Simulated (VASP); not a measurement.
Here is a VASP 6.6.1 calculation.

The input INCAR:

```
SYSTEM = AgI
  ALGO = Normal
  EDIFF = 1E-6
  ENCUT = 500
  GGA = PS
  GGA_COMPAT = .False.
  ISIF = 2
  ISMEAR = -1
  LASPH = .True.
  LCHARG = .False.
  LREAL = Auto
  LWAVE = .False.
  NBANDS = 326
  NELM = 120
  PREC = Accurate
  SIGMA = 0.05
```

Contents of KPOINTS:

```
k-points
0
Gamma
  1 1 1
  0 0 0
```

File POSCAR:

```
AgI
1.0
   12.9015360000      0.0000000000      0.0000000000
    0.0000000000     12.9015360000      0.0000000000
    0.0000000000      0.0000000000     12.9015360000
Ag I
32 32
Direct
    0.0000000000      0.0000000000      0.0000000000
    0.0000000000      0.0000000000      0.5000000000
    0.0000000000      0.5000000000      0.0000000000
    0.0000000000      0.5000000000      0.5000000000
    0.5000000000      0.0000000000      0.0000000000
    0.5000000000      0.0000000000      0.5000000000
    0.5000000000      0.5000000000      0.0000000000
    0.5000000000      0.5000000000      0.5000000000
    0.2500000000      0.2500000000      0.0000000000
    0.2500000000      0.2500000000      0.5000000000
    0.2500000000      0.7500000000      0.0000000000
    0.2500000000      0.7500000000      0.5000000000
    0.7500000000      0.2500000000      0.0000000000
    0.7500000000      0.2500000000      0.5000000000
    0.7500000000      0.7500000000      0.0000000000
    0.7500000000      0.7500000000      0.5000000000
    0.2500000000      0.0000000000      0.2500000000
    0.2500000000      0.0000000000      0.7500000000
    0.2500000000      0.5000000000      0.2500000000
    0.2500000000      0.5000000000      0.7500000000
    0.7500000000      0.0000000000      0.2500000000
    0.7500000000      0.0000000000      0.7500000000
    0.7500000000      0.5000000000      0.2500000000
    0.7500000000      0.5000000000      0.7500000000
    0.0000000000      0.2500000000      0.2500000000
    0.0000000000      0.2500000000      0.7500000000
    0.0000000000      0.7500000000      0.2500000000
    0.0000000000      0.7500000000      0.7500000000
    0.5000000000      0.2500000000      0.2500000000
    0.5000000000      0.2500000000      0.7500000000
    0.5000000000      0.7500000000      0.2500000000
    0.5000000000      0.7500000000      0.7500000000
    0.1250000000      0.1250000000      0.1250000000
    0.1250000000      0.1250000000      0.6250000000
    0.1250000000      0.6250000000      0.1250000000
    0.1250000000      0.6250000000      0.6250000000
    0.6250000000      0.1250000000      0.1250000000
    0.6250000000      0.1250000000      0.6250000000
    0.6250000000      0.6250000000      0.1250000000
    0.6250000000      0.6250000000      0.6250000000
    0.3750000000      0.3750000000      0.1250000000
    0.3750000000      0.3750000000      0.6250000000
    0.3750000000      0.8750000000      0.1250000000
    0.3750000000      0.8750000000      0.6250000000
    0.8750000000      0.3750000000      0.1250000000
    0.8750000000      0.3750000000      0.6250000000
    0.8750000000      0.8750000000      0.1250000000
    0.8750000000      0.8750000000      0.6250000000
    0.3750000000      0.1250000000      0.3750000000
    0.3750000000      0.1250000000      0.8750000000
    0.3750000000      0.6250000000      0.3750000000
    0.3750000000      0.6250000000      0.8750000000
    0.8750000000      0.1250000000      0.3750000000
    0.8750000000      0.1250000000      0.8750000000
    0.8750000000      0.6250000000      0.3750000000
    0.8750000000      0.6250000000      0.8750000000
    0.1250000000      0.3750000000      0.3750000000
    0.1250000000      0.3750000000      0.8750000000
    0.1250000000      0.8750000000      0.3750000000
    0.1250000000      0.8750000000      0.8750000000
    0.6250000000      0.3750000000      0.3750000000
    0.6250000000      0.3750000000      0.8750000000
    0.6250000000      0.8750000000      0.3750000000
    0.6250000000      0.8750000000      0.8750000000
```

Potentials or basis: VASP PAW PBE potentials, release 64 (Ag, I).

Run with:

```console
$ cat potpaw_PBE.64/Ag/POTCAR potpaw_PBE.64/I/POTCAR > POTCAR
$ mpirun -np 1 vasp_gam > vasp.out
```

What does it give for the band gap on the k mesh?

1.20 eV.

Estimate the pressure.

0.2 GPa.

Caveat: the k points lie up to 0.49 Å⁻¹ apart; the PAW data sets were made with another functional, which shifts forces and pressure a little; spin-orbit coupling is left out, which moves the levels of the heavy elements; an odd mesh through Γ misses points on the zone boundary, where band edges can lie.
